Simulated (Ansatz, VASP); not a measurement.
## Fe2Pt: VASP beside Ansatz

INCAR

```
SYSTEM = Fe2Pt
ALGO     = Normal         ! electronic algorithm
EDIFF    = 1E-7           ! SCF threshold, eV
ENCUT    = 520            ! plane-wave cutoff, eV
GGA      = PE             ! functional
ISIF     = 2              ! what is computed and relaxed
ISMEAR   = -1             ! smearing method
ISPIN    = 2              ! spin polarisation
LASPH    = .TRUE.         ! aspherical terms in the spheres
LCHARG   = .FALSE.        ! write CHGCAR
LMAXMIX  = 4              ! l up to which the mixer works
LORBIT   = 11             ! projections on sites
LREAL    = .FALSE.        ! projectors in reciprocal space
LWAVE    = .FALSE.        ! write WAVECAR
MAGMOM   = 4.5 4.5 0      ! initial moments
NBANDS   = 24             ! bands
NELM     = 150            ! most SCF steps
PREC     = Accurate       ! precision mode
SIGMA    = 0.1            ! smearing width, eV
```

The input KPOINTS:

```
k-points
0
G
  14 14 5
  0 0 0
```

File POSCAR:

```
Fe2Pt
1.0
    2.6176000000      0.0000000000      0.0000000000
   -1.3088000000      2.2669080000      0.0000000000
    0.0000000000      0.0000000000      6.2768510000
Fe Pt
2 1
Direct
    0.3333333333      0.6666666667      0.6445400000
    0.6666666667      0.3333333333      0.3554600000
    0.0000000000      0.0000000000      0.0000000000
```

Input for Ansatz:

```yaml
crystal:
  lattice:
    - [2.6176, 0.0, 0.0]
    - [-1.3088, 2.266908, 0.0]
    - [0.0, 0.0, 6.276851]
  atoms:
    - { symbol: Fe, position: [0.3333333333333333, 0.6666666666666666, 0.64454] }
    - { symbol: Fe, position: [0.6666666666666666, 0.3333333333333333, 0.35546] }
    - { symbol: Pt, position: [0.0, 0.0, 0.0] }
basis:
  ecutwfc: 450.0
kpoints:
  mp_grid:
    grid: [14, 14, 5]
magnetization:
  spin_polarized: true
  per_species:
    Fe: 4.5
scf:
  occupations:
    method: fermi_dirac
```

Alike in both runs: task single point; functional PBE; k mesh 14 × 14 × 5; collinear spin.

|  | VASP | Ansatz |
| --- | --- | --- |
| version | VASP 6.6.1 | Ansatz 0.2.0 |
| potentials or method | VASP PAW PBE potentials, release 64 (Fe, Pt), cutoff 520 eV | plane waves, PAW |
| occupations | fermi-dirac, width 0.1 eV | fermi-dirac |
| valence electrons in the cell | 26 | 50 |

|  | VASP | Ansatz | Ansatz less VASP |
| --- | --- | --- | --- |
| net moment per atom (μB) | 1.82 | 1.82 | -0.005 |
| size of the moment on the site where the two differ most (μB) | 0.22 | 0.25 | +0.030 |

Site moments also hang on the region over which each program counts them. VASP's potentials hold 26 valence electrons a cell and Ansatz's 50, so a difference there can come from the potentials and not from the codes. Ansatz's warnings: given moment on shells.

Neither program's run includes spin-orbit coupling.
